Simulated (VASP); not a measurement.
Input of a VASP 6.6.1 run:

The input INCAR:

```
ALGO = Normal ; EDIFF = 1E-7
EDIFFG = -0.04 ; ENCUT = 600
GGA = PE ; IBRION = 2
ISIF = 3 ; ISMEAR = 0
LASPH = True ; LCHARG = False
LREAL = False ; LWAVE = False
NELM = 100 ; NSW = 90
PREC = Accurate ; SIGMA = 0.1
```

KPOINTS

```
k-points
0
Gamma
  10 10 10
```

The input POSCAR:

```
F
1.0
   -1.0735545700      1.0735545700      2.5889177900
    1.0735545700     -1.0735545700      2.5889177900
    1.0735545700      1.0735545700     -2.5889177900
F
6
Direct
    0.7872112300      0.7872112300      0.0000000000
    0.5372112300      0.0372112300      0.5000000000
    0.9627887700      0.4627887700      0.5000000000
    0.2127887700      0.2127887700      0.0000000000
    0.0000000000      0.0000000000      0.0000000000
    0.7500000000      0.2500000000      0.5000000000
```

Potentials or basis: VASP PAW PBE potentials, release 64 (F).

The run is started by

```bash
$ cat potpaw_PBE.64/F/POTCAR > POTCAR
$ mpirun -np 1 vasp_std > vasp.out
```

(1) What does it give for the band gap on the k mesh?

(2) Predict the space group after relaxing (to 0.05 Å).

Answers

(1) zero (band 21 reaches 8.80 eV, above the bottom of band 22 at 3.98 eV).

(2) I4_1/amd (No. 141).

Caveat: the k points lie up to 0.29 Å⁻¹ apart in the final cell; the standard files for N, O and F lose accuracy on very short bonds.
